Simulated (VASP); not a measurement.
Input of a VASP 6.6.1 run:

The input INCAR:

```
PREC = Accurate
ENCUT = 520
EDIFF = 1E-6
ISMEAR = 0
SIGMA = 0.15
LREAL = False
LASPH = True
NELM = 100
ALGO = Normal
ISIF = 2
LWAVE = False
LCHARG = False
NBANDS = 50
```

The input KPOINTS:

```
regular mesh
0
Gamma
  9 9 8
```

File POSCAR:

```
Ta2N
1.0
    5.3763138840      0.0000000000      0.0000000000
   -2.6881569420      4.6560244023      0.0000000000
    0.0000000000      0.0000000000      4.6193288891
Ta N
6 3
Direct
    0.7147405334      0.7147405334      0.7526041962
    0.0000000000      0.2852594666      0.7526041962
    0.2852594666      0.0000000000      0.7526041962
    0.2852594666      0.2852594666      0.2473958038
    0.0000000000      0.7147405334      0.2473958038
    0.7147405334      0.0000000000      0.2473958038
    0.6666666667      0.3333333333      0.5000000000
    0.3333333333      0.6666666667      0.5000000000
    0.0000000000      0.0000000000      0.0000000000
```

Potentials or basis: VASP PAW LDA potentials, release 64 (Ta_pv, N).

Command:

```sh
$ cat potpaw_LDA.64/Ta_pv/POTCAR potpaw_LDA.64/N/POTCAR > POTCAR
$ mpirun -np 1 vasp_std > vasp.out
```

Task: Estimate the pressure.

Result: 29.2 GPa.

Task: What does it give for the largest force?

Result: 9.608 eV/Å.

Stress tensor (GPa, compression positive):
```
23.69  0.00  0.00
 0.00 23.69  0.00
 0.00  0.00 40.29
```

Caveat: forces of over 1 eV/Å act on the atoms, so gaps and moduli don't describe the material at rest.
